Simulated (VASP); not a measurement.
# SnO (P4/nmm) in VASP: a series of runs, part 3 of 3

VASP 6.6.1. Earlier steps stand in the parts before.

**5. Single point, PBEsol**

INCAR

```
PREC = Accurate
ENCUT = 520
EDIFF = 1E-7
ISMEAR = 0
SIGMA = 0.1
LREAL = F
LASPH = T
NELM = 80
ALGO = Normal
ISIF = 2
LWAVE = F
LCHARG = F
GGA = PS
NBANDS = 28
```

KPOINTS

```
Automatic mesh
0
Gamma
  14 14 12
```

POSCAR

```
SnO
1.0
    3.8052939825      0.0000000000      0.0000000000
    0.0000000000      3.8052939825      0.0000000000
    0.0000000000      0.0000000000      4.7534315886
Sn O
2 2
Direct
    0.0000000000      0.5000000000      0.2423994222
    0.5000000000      0.0000000000      0.7576005778
    0.5000000000      0.5000000000      0.0000000000
    0.0000000000      0.0000000000      0.0000000000
```

Potentials or basis: VASP PAW PBE potentials, release 64 (Sn_d, O).

Command:

```bash
> cat potpaw_PBE.64/Sn_d/POTCAR potpaw_PBE.64/O/POTCAR > POTCAR
> mpirun -np 1 vasp_std > vasp.out
```

OUTCAR:

```text
PREC = Accurate
   ENCUT = 520
   EDIFF = 1E-7
   ISMEAR = 0
   LREAL = F
   LASPH = T
   NELM = 80
   ISIF = 2
   GGA = PS

 ion  position               nearest neighbor table
   1  0.000  0.500  0.242-   3 2.22   4 2.22   4 2.22   3 2.22   2 3.54   2 3.54   2 3.54   2 3.54
                             2 3.64   2 3.64   2 3.64   2 3.64
   2  0.500  0.000  0.758-   3 2.22   4 2.22   3 2.22   4 2.22   1 3.54   1 3.54   1 3.54   1 3.54
                             1 3.64   1 3.64   1 3.64   1 3.64
   3  0.500  0.500  0.000-   1 2.22   2 2.22   2 2.22   1 2.22
   4  0.000  0.000  0.000-   1 2.22   2 2.22   1 2.22   2 2.22

  LATTYP: Found a simple tetragonal cell.
 ALAT       =     3.8052939825
 C/A-ratio  =     1.2491627744

  Lattice vectors:

 A1 = (   3.8052939825,   0.0000000000,   0.0000000000)
 A2 = (   0.0000000000,   3.8052939825,   0.0000000000)
 A3 = (   0.0000000000,   0.0000000000,   4.7534315886)

Analysis of symmetry for initial positions (statically):
=====================================================================
 Subroutine PRICEL returns:
[... 176 lines left out ...]

 E-fermi :   7.2703     XC(G=0): -10.5921

 val. band max:        7.2367847706   @ k =   0.5000   0.5000   0.0833
 cond. band min:       7.3629539505   @ k =   0.4286   0.4286   0.0000
 fundamental gap:      0.1261691799
 Fermi energy:         7.2703166858

 k-point     1 :       0.0000    0.0000    0.0000
  band No.  band energies     occupation
      1     -14.7161      2.00000
      2     -14.2726      2.00000
      3     -14.2726      2.00000
      4     -14.2622      2.00000
      5     -14.2207      2.00000
      6     -14.2179      2.00000
[... 733 lines left out ...]
     27      14.8093      0.00000
     28      15.7933      0.00000

 [... further k-points ...]

------------------------ aborting loop because EDIFF is reached ----------------------------------------

  FORCE on cell =-STRESS in cart. coord.  units (eV):
  Direction    XX          YY          ZZ          XY          YZ          ZX
  --------------------------------------------------------------------------------------
  -------------------------------------------------------------------------------------
  Total        0.1069351      0.1069351      0.1024175      0.0000000     -0.0000000      0.0000000
  in kB        2.4891277      2.4891277      2.3839706      0.0000000     -0.0000000      0.0000000
  external PRESSURE =       2.4540754 kB  Pullay stress =       0.0000000 kB

 VOLUME and BASIS-vectors are now :
 -----------------------------------------------------------------------------
  energy-cutoff  :      520.00
  volume of cell :       68.83
      direct lattice vectors                 reciprocal lattice vectors
     3.805293982  0.000000000  0.000000000     0.262791785  0.000000000  0.000000000
     0.000000000  3.805293982  0.000000000     0.000000000  0.262791785  0.000000000
     0.000000000  0.000000000  4.753431589     0.000000000  0.000000000  0.210374333

 POSITION                                       TOTAL-FORCE (eV/Angst)
 -----------------------------------------------------------------------------------
      0.00000      1.90265      1.15223         0.000000      0.000000      0.085575
      1.90265      0.00000      3.60120        -0.000000     -0.000000     -0.085575
      1.90265      1.90265      0.00000         0.000000      0.000000      0.000000
      0.00000      0.00000      0.00000         0.000000     -0.000000      0.000000
 -----------------------------------------------------------------------------------
    total drift:                                0.000000      0.000000      0.000000

  FREE ENERGIE OF THE ION-ELECTRON SYSTEM (eV)
  ---------------------------------------------------
  free  energy   TOTEN  =       -24.2145644644 eV

  energy  without entropy=      -24.2137902177  energy(sigma->0) =      -24.21417734
```

Wall time 4.8 min (1 thread of Intel Xeon Platinum 8259CL at 2.50GHz (Skylake/Cascade Lake), shared host); peak memory 0.47 GiB.

Results:

- Free energy: -24.2146 eV
- Pressure: 0.2 GPa
- Largest force: 0.086 eV/Å
- Band gap on the k mesh: zero (bands 20 and 21 overlap by 0.10 eV)

Forces in eV/Å, atoms in the order of the input:
```
Sn   0.000  0.000  0.086
Sn   0.000  0.000 -0.086
O    0.000  0.000  0.000
O    0.000  0.000  0.000
```

Levels at points of the mesh, in eV from the Fermi level:
| k point | band 17 | band 18 | band 19 | band 20 | band 21 | band 22 | band 23 | band 24 |
| --- | --- | --- | --- | --- | --- | --- | --- | --- |
| (0.00, 0.00, 0.00) | -3.55 | -3.25 | -3.25 | -0.07 | 2.06 | 4.45 | 4.50 | 4.50 |
| (0.50, 0.00, 0.00) | -4.96 | -4.96 | -2.84 | -2.84 | 3.19 | 3.19 | 5.79 | 5.79 |
| (0.50, 0.50, 0.00) | -2.58 | -2.58 | -1.95 | -1.95 | -0.15 | -0.15 | 4.35 | 4.35 |
| (0.00, 0.00, 0.50) | -3.27 | -3.27 | -3.06 | -2.26 | 1.53 | 2.72 | 2.72 | 3.50 |
| (0.50, 0.00, 0.50) | -4.91 | -4.91 | -1.80 | -1.80 | 2.58 | 2.58 | 5.24 | 5.24 |
| (0.50, 0.50, 0.50) | -2.85 | -2.85 | -2.58 | -2.58 | 2.22 | 2.22 | 4.09 | 4.09 |

Caveat: semilocal functionals underestimate gaps, so a narrow gap can read as zero; the PAW data sets were made with another functional, which shifts forces and pressure a little; spin-orbit coupling is left out, which moves the levels of the heavy elements.

**6. The runs side by side**

```csv
potentials or basis,k mesh,cutoff (eV),smearing,gap on the mesh (eV),pressure (GPa),largest force (eV/Å)
"VASP PAW PBE potentials, release 64 (Sn_d, O_h)",10 × 10 × 8,910,gaussian 0.01 eV,none,0.1,0.08
"VASP PAW PBE potentials, release 64 (Sn_d, O)",10 × 10 × 8,520,gaussian 0.01 eV,none,0.2,0.09
"VASP PAW PBE potentials, release 64 (Sn_d, O)",12 × 12 × 10,520,gaussian 0.1 eV,none,0.2,0.09
"VASP PAW PBE potentials, release 64 (Sn_d, O)",14 × 14 × 12,520,gaussian 0.1 eV,none,0.2,0.09
```

Alike in all rows: task single point; level PBEsol; no spin polarisation; cell as given.

Caveats: semilocal functionals underestimate gaps, so a narrow gap can read as zero; the PAW data sets were made with another functional, which shifts forces and pressure a little; spin-orbit coupling is left out, which moves the levels of the heavy elements; the cutoff is under 1.25 times the usual one of these potentials, so pressure, stress and relaxed cells hold a basis-set (Pulay) error (at least some runs).

Absolute energies hang on the potentials; compare differences alone.
